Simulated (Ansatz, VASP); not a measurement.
## Two plane-wave programs on Hf2As3

```xyz
10
Lattice="7.8110 0.0000 0.0000 0.0000 7.8110 0.0000 0.0000 0.0000 3.9241" Properties=species:S:1:pos:R:3 pbc="T T T"
Hf    2.9682    6.8737    0.0000
Hf    0.9373    2.9682    0.0000
Hf    4.8428    0.9373    0.0000
Hf    6.8737    4.8428    0.0000
As    0.0000    0.0000    0.0000
As    3.9055    3.9055    0.0000
As    1.4060    5.3115    1.9621
As    2.4995    1.4060    1.9621
As    6.4050    2.4995    1.9621
As    5.3115    6.4050    1.9621
```

Alike in both runs: task single point; functional PBE; k mesh 4 × 4 × 6; occupations gaussian, width 0.1 eV; no spin polarisation.

|  | VASP | Ansatz |
| --- | --- | --- |
| version | VASP 6.6.1 | Ansatz 0.2.0 |
| potentials or method | VASP PAW PBE potentials, release 64 (Hf_pv, As), cutoff 520 eV | scalar-relativistic, plane waves, PAW |
| valence electrons in the cell | 70 | 194 |

```csv
,VASP,Ansatz,Ansatz less VASP
gap on the k mesh at the Fermi level (eV),none,none,-
pressure (GPa),-11.5,-11.3,+0.28
"traceless stress, the component that is largest in VASP (GPa)",-1.86,-1.96,-0.102
rms of the force components (eV/Å),1.441,1.468,+0.0271
```

Atom by atom the forces differ by 0.029 eV/Å (rms over components). A gap of «none» marks a metal or a gap that the smearing closes. With one functional, cell and mesh, what is left measures potentials, basis and numerics. VASP's potentials hold 70 valence electrons a cell and Ansatz's 194, so a difference there can come from the potentials and not from the codes.

Spin-orbit coupling is off throughout.
